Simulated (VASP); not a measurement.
**Re: single point with LDA**

Crystal: Re.

```xyz
4
Lattice="2.7847 0.0000 0.0000 -1.3924 2.4116 0.0000 0.0000 0.0000 8.9980" Properties=species:S:1:pos:R:3 pbc="T T T"
Re    1.3924    0.8039    6.7485
Re    0.0000    0.0000    4.4990
Re    0.0000    1.6078    2.2495
Re    0.0000    0.0000    0.0000
```

```
Program                : VASP 6.6.1
Task                   : single point
Functional             : LDA
Potentials or basis    : VASP PAW LDA potentials, release 64 (Re)
Cutoff                 : 520 eV
k mesh                 : 11 × 11 × 3
Occupations            : fermi-dirac, width 0.05 eV
Spin                   : no spin polarisation
Dipole correction      : no
Further INCAR settings : ALGO = Normal; EDIFF = 1e-06; NBANDS = 22
```

| Property | Result |
| --- | --- |
| Pressure | -18.2 GPa |
| Band gap on the k mesh | zero (band 14 reaches 8.70 eV, above the bottom of band 15 at 6.32 eV) |

Stress tensor (GPa, compression positive):
```
-18.14   0.00   0.00
  0.00 -18.14   0.00
  0.00   0.00 -18.38
```

Levels at points of the mesh, in eV from the Fermi level:
| k point | band 11 | band 12 | band 13 | band 14 | band 15 | band 16 | band 17 | band 18 |
| --- | --- | --- | --- | --- | --- | --- | --- | --- |
| (0.00, 0.00, 0.00) | -1.60 | -1.19 | -1.19 | -1.09 | -1.09 | 0.59 | 0.60 | 0.60 |

Run time: 28 s on 1 thread of Intel(R) Xeon(R) 6975P-C (Granite Rapids), on a shared host, peak memory 0.17 GiB.

Caveat: spin-orbit coupling is left out, which moves the levels of the heavy elements.
